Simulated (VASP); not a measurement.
Set up this calculation in VASP 6.6.1, as the native input.

```
Task                   : electric field gradients
Functional             : LDA
Potentials or basis    : VASP PAW LDA potentials, release 64 (Hf_pv, C)
Cutoff                 : 520 eV
k mesh                 : 14 × 14 × 14
Occupations            : fermi-dirac, width 0.05 eV
Spin                   : no spin polarisation
Dipole correction      : no
Further INCAR settings : ALGO = Normal; EDIFF = 1e-08; NBANDS = 14
```

The structure of HfC lies in POSCAR:

```
HfC
1.0
    0.0000000000      2.3015871069      2.3015871069
    2.3015871069      0.0000000000      2.3015871069
    2.3015871069      2.3015871069      0.0000000000
Hf C
1 1
Direct
    0.0000000000      0.0000000000      0.0000000000
    0.5000000000      0.5000000000      0.5000000000
```

This cell differs from its parent crystal: volume scaled by 0.98.

The input as run:

INCAR

```
  PREC = Accurate
  ENCUT = 520
  EDIFF = 1E-8
  ISMEAR = -1
  SIGMA = 0.05
  LREAL = False
  LASPH = True
  NELM = 60
  ALGO = Normal
  ISIF = 2
  LWAVE = False
  LCHARG = False
  GGA = CA
  LEFG = True
  NBANDS = 14
```

KPOINTS

```
regular mesh
0
Gamma
  14 14 14
```

Potentials or basis: VASP PAW LDA potentials, release 64 (Hf_pv, C).

Command:

```bash
$ cat potpaw_LDA.64/Hf_pv/POTCAR potpaw_LDA.64/C/POTCAR > POTCAR
$ mpirun -np 1 vasp_std > vasp.out
```

It gave:

| Quantity | Value |
| --- | --- |
| Pressure | -4.5 GPa |
| Band gap on the k mesh | zero (band 7 reaches 7.13 eV, above the bottom of band 8 at 5.69 eV) |

Caveat: without QUAD_EFG the Cq values of the log hold for a quadrupole moment of 1 mb, not for the nuclei; spin-orbit coupling is left out, which moves the levels of the heavy elements.

Run time: 14 s on 1 thread of Intel Xeon 6975P-C, with other jobs on the host, peak memory 0.15 GiB.
